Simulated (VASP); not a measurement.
Input of a VASP 6.6.1 run:

File POSCAR:

```
WC
1.0
    2.9005014360      0.0000000000      0.0108768804
   -1.4502507180      2.5119079273     -0.0054384402
    0.0106087500      0.0000000000      2.8290000000
W C
1 1
Direct
    0.0000000000      0.0000000000      0.0000000000
    0.6666666667      0.3333333333      0.5000000000
```

INCAR.step1

```
  ALGO = Normal
  EDIFF = 1E-4
  ENCUT = 520
  GGA = PE
  ISMEAR = 0
  LASPH = True
  LCHARG = False
  LREAL = False
  LWAVE = True
  NBANDS = 16
  NELM = 60
  PREC = Accurate
  SIGMA = 0.15
```

Contents of INCAR.step2:

```
  ALGO = Normal
  EDIFF = 1E-6
  ENCUT = 520
  ISIF = 2
  ISMEAR = 0
  ISTART = 1
  LASPH = True
  LCHARG = False
  LMIXTAU = True
  LREAL = False
  LWAVE = False
  METAGGA = R2SCAN
  NBANDS = 16
  NELM = 60
  PREC = Accurate
  SIGMA = 0.15
```

KPOINTS

```
k-points
0
Gamma
  18 18 16
```

Potentials or basis: VASP PAW PBE potentials, release 64 (W_sv, C).

Run with:

```console
$ cat potpaw_PBE.64/W_sv/POTCAR potpaw_PBE.64/C/POTCAR > POTCAR
$ cp INCAR.step1 INCAR
$ mpirun -np 1 vasp_std > vasp.out
$ cp INCAR.step2 INCAR
$ mpirun -np 1 vasp_std > vasp.out
```

Estimate the band gap on the k mesh.

zero (bands 9 and 10 overlap by 1.33 eV).

Predict the pressure.

6.3 GPa.

Stress tensor (GPa, compression positive):
```
 6.37  0.00 -2.47
 0.00  6.35  0.00
-2.47  0.00  6.20
```

Caveat: the cell differs from its parent crystal (strain +0.0075 x Voigt [0, 0, 0, 0, 1, 0]); the cell stands under pressure; the PAW data sets were made with another functional, which shifts forces and pressure a little; spin-orbit coupling is left out, which moves the levels of the heavy elements.
